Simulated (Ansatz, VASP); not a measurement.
## AlAs in VASP and in Ansatz

File INCAR:

```
ALGO = Normal
EDIFF = 1E-6
ENCUT = 500
GGA = PE
GGA_COMPAT = F
ISIF = 2
ISMEAR = 0
LASPH = T
LCHARG = F
LREAL = F
LWAVE = F
NBANDS = 11
NELM = 120
PREC = Accurate
SIGMA = 0.02
```

File KPOINTS:

```
k-points
0
Gamma
  8 8 8
```

Contents of POSCAR:

```
AlAs
1.0
    0.0000000000      2.8638562138      2.8638562138
    2.8638562138      0.0000000000      2.8638562138
    2.8638562138      2.8638562138      0.0000000000
Al As
1 1
Direct
    0.0000000000      0.0000000000      0.0000000000
    0.2500000000      0.2500000000      0.2500000000
```

Input for Ansatz:

```yaml
crystal:
  lattice:
    - [0.0, 2.8638562138, 2.8638562138]
    - [2.8638562138, 0.0, 2.8638562138]
    - [2.8638562138, 2.8638562138, 0.0]
  atoms:
    - { symbol: Al, position: [0.0, 0.0, 0.0] }
    - { symbol: As, position: [0.25, 0.25, 0.25] }
basis:
  ecutwfc: 420
kpoints:
  mp_grid: { grid: [8, 8, 8] }
  band_path:
    path:
      - [[0.0, 0.0, 0.0], [-0.5, -0.5, 0.0], [-0.375, -0.375, 0.25]]
      - [[-0.375, 0.0, 0.375], [0.0, 0.0, 0.0], [0.0, 0.0, 0.5], [-0.5, -0.25, 0.25], [-0.5, -0.5, 0.0]]
    npoints: 10
hamiltonian:
  xc: pbe
  pseudopotentials: { kind: paw, azcp: { folder: soft_1 } }
scf:
  occupations: { method: gaussian, width: 0.02 }
  n_extra_bands: 7
output:
  forces: true
  stress: true
  eigenvalues: true
```

Alike in both runs: task single point; functional PBE; k mesh 8 × 8 × 8; occupations gaussian, width 0.02 eV; no spin polarisation.

```csv
,VASP,Ansatz
version,VASP 6.6.1,Ansatz 0.2.0
potentials or method,"VASP PAW PBE potentials, release 64 (Al, As), cutoff 500 eV","scalar-relativistic, plane waves, PAW"
valence electrons in the cell,8,18
```

|  | VASP | Ansatz | Ansatz less VASP |
| --- | --- | --- | --- |
| gap on the k mesh at the Fermi level (eV) | 1.49 | 1.50 | +0.009 |
| least direct gap on the mesh (eV) | 1.78 | 1.78 | -0.003 |
| pressure (GPa) | 0.2 | 0.0 | -0.17 |

VASP's potentials hold 8 valence electrons a cell and Ansatz's 18, so a difference there can come from the potentials and not from the codes.
